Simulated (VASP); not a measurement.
Be3SbN: relaxation of cell and atoms with PBE

Be3SbN:

```
Be Sb N
1.0
     3.78793    0.00000    0.00000
     0.00000    3.78793    0.00000
     0.00000    0.00000    3.78793
Be Sb N
3 1 1
Direct
  0.00000 0.50000 0.50000
  0.50000 0.50000 0.00000
  0.50000 0.00000 0.50000
  0.00000 0.00000 0.00000
  0.50000 0.50000 0.50000
```

| Property | Result |
| --- | --- |
| Program | VASP 6.6.1 |
| Task | relaxation of cell and atoms |
| Functional | PBE |
| Potentials or basis | VASP PAW PBE potentials, release 64 (Be, Sb, N) |
| Cutoff | 600 eV |
| k mesh | 10 × 10 × 10 |
| Occupations | fermi-dirac, width 0.15 eV |
| Spin | no spin polarisation |
| Dipole correction | no |
| Further INCAR settings | ALGO = Normal; EDIFF = 1e-06; IBRION = 2; EDIFFG = -0.001; NSW = 80; ISIF = 3 |

| Quantity | Value |
| --- | --- |
| Relaxed volume | 10.90 Å³/atom |
| Relaxed cell | a = 3.791 Å, b = 3.791 Å, c = 3.791 Å, α = 90.00°, β = 90.00°, γ = 90.00° |
| Space group after relaxing (to 0.05 Å) | Pm-3m (No. 221) |
| Energy gained by relaxing | 0.0 meV/atom |
| Ionic steps | 3 |
| Pressure after relaxing | 0.0 GPa |
| Band gap on the k mesh | zero (band 8 reaches 9.28 eV, above the bottom of band 9 at 9.11 eV) |

Step by step:
| step | energy change (eV) | largest force (eV/Å) | pressure (GPa) | volume (Å³) |
| --- | --- | --- | --- | --- |
| 1 | 0.0000 | 0.0000 | 0.36 | 54.35 |
| 2 | -0.0002 | 0.0000 | -0.09 | 54.54 |
| 3 | -0.0002 | 0.0000 | 0.00 | 54.50 |

Final structure:
```
CELL_PARAMETERS angstrom
3.79139 0.00000 0.00000
0.00000 3.79139 0.00000
0.00000 0.00000 3.79139
ATOMIC_POSITIONS crystal
Be 0.00000 0.50000 0.50000
Be 0.50000 0.50000 0.00000
Be 0.50000 0.00000 0.50000
Sb 0.00000 0.00000 0.00000
N 0.50000 0.50000 0.50000
```

Levels at points of the mesh, in eV from the Fermi level:
| k point | band 6 | band 7 | band 8 | band 9 | band 10 | band 11 |
| --- | --- | --- | --- | --- | --- | --- |
| (0.00, 0.00, 0.00) | -0.48 | -0.48 | -0.48 | 0.03 | 0.03 | 4.37 |
| (0.50, 0.00, 0.00) | -4.13 | -1.99 | -1.99 | 0.64 | 2.63 | 3.60 |
| (0.50, 0.50, 0.00) | -1.61 | -1.61 | 0.20 | 0.34 | 1.42 | 1.42 |
| (0.50, 0.50, 0.50) | -6.19 | -6.19 | -6.19 | 4.12 | 4.12 | 4.12 |

It took 63 s on 1 thread of Intel(R) Xeon(R) Platinum 8259CL CPU @ 2.50GHz (Skylake/Cascade Lake) (shared host), peak memory 0.21 GiB.

Caveat: spin-orbit coupling is left out, which moves the levels of the heavy elements.
